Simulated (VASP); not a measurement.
Wanted: the native input for a VASP 6.6.1 run.

```yaml
Task: relaxation of cell and atoms
Functional: PBE
Potentials_or_basis: VASP PAW PBE potentials, release 64 (Hf_pv, Nb_sv, O)
Cutoff: 600 eV
k_mesh: 4 × 4 × 4
Occupations: gaussian, width 0.1 eV
Spin: no spin polarisation
Dipole_correction: no
Further_INCAR_settings: ALGO = Normal; EDIFF = 1e-06; IBRION = 2; EDIFFG = -0.04; NSW = 90; ISIF = 3
```

The structure of HfNb2O2 lies in POSCAR:

```
HfNb2O2
1.0
    4.1845083600      0.0000000000      0.0000000000
    0.0000000000      4.1845083600      0.0000000000
    0.0000000000      0.0000000000      4.5409046500
Hf Nb O
1 2 2
Direct
    0.5000000000      0.5000000000      0.5000000000
    0.0000000000      0.5000000000      0.5000000000
    0.5000000000      0.0000000000      0.5000000000
    0.5000000000      0.5000000000      0.8180806800
    0.5000000000      0.5000000000      0.1819193200
```

The cell was built from a structure type or drawn by symmetry, and may not be a known phase.

One way to write it, as run:

INCAR

```
PREC = Accurate
ENCUT = 600
EDIFF = 1E-6
ISMEAR = 0
SIGMA = 0.1
LREAL = False
LASPH = True
NELM = 60
ALGO = Normal
ISIF = 3
LWAVE = False
LCHARG = False
GGA = PE
IBRION = 2
NSW = 90
EDIFFG = -0.04
```

KPOINTS

```
regular mesh
0
Gamma
  4 4 4
```

Potentials or basis: VASP PAW PBE potentials, release 64 (Hf_pv, Nb_sv, O).

The run is started by

```console
$ cat potpaw_PBE.64/Hf_pv/POTCAR potpaw_PBE.64/Nb_sv/POTCAR potpaw_PBE.64/O/POTCAR > POTCAR
$ mpirun -np 1 vasp_std > vasp.out
```

It gave:

```
Relaxed volume                        : 27.30 Å³/atom
Relaxed cell                          : a = 5.018 Å, b = 5.018 Å, c = 5.421 Å, α = 90.00°, β = 90.00°, γ = 90.00°
Space group after relaxing (to 0.1 Å) : P4/mmm (No. 123)
Pressure after relaxing               : -0.1 GPa
Largest force after relaxing          : 0.006 eV/Å
Band gap on the k mesh                : zero (bands 24 and 25 overlap by 0.79 eV)
```

Caveat: the k points lie up to 0.31 Å⁻¹ apart in the final cell, too coarse for converged energies and pressures of a metal; the volume moved by over 15 % at a fixed basis, so the end points are rough; spin-orbit coupling is left out, which moves the levels of the heavy elements.

Run time: 18 min on 1 thread of AMD EPYC 7R13 Processor (Zen 3) (shared host), peak memory 0.21 GiB.
